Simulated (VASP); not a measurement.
A run of VASP 6.6.1:

POSCAR

```
SbMo
1.0
    0.0000000000      2.7846997162      2.7846997162
    2.7846997162      0.0000000000      2.7846997162
    2.7846997162      2.7846997162      0.0000000000
Mo Sb
1 1
Direct
    0.5000000000      0.5000000000      0.5000000000
    0.0000000000      0.0000000000      0.0000000000
```

Contents of INCAR.step1:

```
SYSTEM = SbMo
PREC = Accurate
ENCUT = 520
ISMEAR = 0
SIGMA = 0.05
LREAL = .False.
LASPH = .True.
NELM = 100
NBANDS = 16
GGA = PE
ALGO = Normal
EDIFF = 1E-4
LWAVE = .True.
LCHARG = .False.
```

The input INCAR.step2:

```
SYSTEM = SbMo
PREC = Accurate
ENCUT = 520
EDIFF = 1E-6
ISMEAR = 0
SIGMA = 0.05
LREAL = .False.
LASPH = .True.
NELM = 100
ALGO = Normal
ISIF = 2
LWAVE = .False.
LCHARG = .True.
METAGGA = R2SCAN
LMIXTAU = .True.
LELF = .True.
LVHAR = .True.
NBANDS = 16
ISTART = 1
```

The input KPOINTS:

```
Automatic mesh
0
Gamma
  10 10 10
  0 0 0
```

Potentials or basis: VASP PAW PBE potentials, release 64 (Mo_sv, Sb).

The run is started by

```bash
$ cat potpaw_PBE.64/Mo_sv/POTCAR potpaw_PBE.64/Sb/POTCAR > POTCAR
$ cp INCAR.step1 INCAR
$ mpirun -np 1 vasp_std > vasp.out
$ cp INCAR.step2 INCAR
$ mpirun -np 1 vasp_std > vasp.out
```

Hardware: 1 thread of Intel(R) Xeon(R) 6975P-C (Granite Rapids) (shared host).

Q: How long does it take, and how much memory?

A: It took 49 s on 1 thread of Intel(R) Xeon(R) 6975P-C (Granite Rapids), with other jobs on the host, peak memory 0.19 GiB. Counts: k points 47.
